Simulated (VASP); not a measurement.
The system is Sb.

```
Sb
1.0
     3.16000    0.00000    0.00000
     0.00000    3.16000    0.00000
     0.00000    0.00000    3.16000
Sb
1
Direct
  0.00000 0.00000 0.00000
```

```yaml
Program: VASP 6.6.1
Task: relaxation of cell and atoms
Functional: HSE06
Potentials_or_basis: VASP PAW PBE potentials, release 64 (Sb_d_GW)
Cutoff: 500 eV
k_mesh: 4 × 4 × 4
Occupations: fermi-dirac, width 0.05 eV
Spin: no spin polarisation
```

At the start: pressure -5.5 GPa; volume 31.55 Å³/atom.

Q: Where does the relaxation end?

A: Over 3 steps the energy falls by 60.7 meV/atom and the volume is 28.36 Å³/atom (-10.1 %); space group Pm-3m (No. 221, to 0.05 Å).

Step by step:
| step | energy change (eV) | largest force (eV/Å) | pressure (GPa) | volume (Å³) |
| --- | --- | --- | --- | --- |
| 1 | 0.0000 | 0.0000 | -5.45 | 31.55 |
| 2 | -0.0434 | 0.0000 | 4.03 | 26.90 |
| 3 | -0.0607 | 0.0000 | -0.03 | 28.36 |

Final structure:
```
Sb
1.0
     3.04965    0.00000    0.00000
     0.00000    3.04965    0.00000
     0.00000    0.00000    3.04965
Sb
1
Cartesian
  0.0000 0.0000 0.0000
```

Caveat: the k points lie up to 0.52 Å⁻¹ apart in the final cell; the PAW data sets were made with another functional, which shifts forces and pressure a little; the volume moved by -10 % from the deposited cell, more than functionals usually miss.
